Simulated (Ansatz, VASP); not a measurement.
Two plane-wave programs on BeS

```
Be S
1.0
     0.00000    2.55602    2.55602
     2.55602    0.00000    2.55602
     2.55602    2.55602    0.00000
Be S
1 1
Direct
  0.00000 0.00000 0.00000
  0.25000 0.25000 0.25000
```

Change from the starting cell: hydrostatic strain +5.0%.

Alike in both runs: task single point; functional HSE06; k mesh 6 × 6 × 6; no spin polarisation.

|  | VASP | Ansatz |
| --- | --- | --- |
| version | VASP 6.6.1 | Ansatz 0.2.0 |
| potentials or method | VASP PAW PBE potentials, release 64 (Be, S) | plane waves, PAW |
| plane-wave cutoff (eV) | 520 | 420 |
| occupations | gaussian, width 0.01 eV | fixed |
| valence electrons in the cell | 8 | 8 |

|  | VASP | Ansatz | Ansatz less VASP |
| --- | --- | --- | --- |
| gap on the k mesh at the Fermi level (eV) | 4.35 | 4.36 | +0.006 |
| pressure (GPa) | -11.6 | -11.5 | +0.08 |

Ansatz's warnings: stress exchange threshold loose, stress scf threshold loose.
